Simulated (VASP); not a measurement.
Write the native input for VASP 6.6.1 that does the following.

```yaml
Task: single point
Functional: PBE
Potentials_or_basis: VASP PAW PBE potentials, release 64 (B, N)
Cutoff: 520 eV
k_mesh: 6 × 6 × 4
Occupations: gaussian, width 0.01 eV
Spin: no spin polarisation
Dipole_correction: no
Further_INCAR_settings: ALGO = Normal; EDIFF = 1e-06; NBANDS = 16
```

The structure of BN lies in POSCAR:

```
BN
1.0
    2.4913353509      0.0000000000      0.0000000000
   -1.2456676755      2.1575597032      0.0000000000
    0.0000000000      0.0000000000      4.0010591815
B N
2 2
Direct
    0.0000000000      0.0000000000      0.0000000000
    0.0000000000      0.0000000000      0.5000000000
    0.3333333333      0.6666666667      0.2500000000
    0.6666666667      0.3333333333      0.7500000000
```

These files were run (other wordings do the same):

INCAR

```
PREC = Accurate
ENCUT = 520
EDIFF = 1E-6
ISMEAR = 0
SIGMA = 0.01
LREAL = False
LASPH = True
NELM = 80
ALGO = Normal
ISIF = 2
LWAVE = False
LCHARG = False
GGA = PE
NBANDS = 16
```

KPOINTS

```
Automatic mesh
0
Gamma
  6 6 4
```

Potentials or basis: VASP PAW PBE potentials, release 64 (B, N).

Run with:

```sh
$ cat potpaw_PBE.64/B/POTCAR potpaw_PBE.64/N/POTCAR > POTCAR
$ mpirun -np 1 vasp_std > vasp.out
```

It gave:

The pressure is 4.5 GPa and the band gap on the k mesh is 1.58 eV (least direct gap 5.53 eV).

Caveat: the k points lie up to 0.49 Å⁻¹ apart.

It took 6.5 s on 1 thread of Intel Xeon 8259CL, with other jobs on the host, peak memory 0.13 GiB.
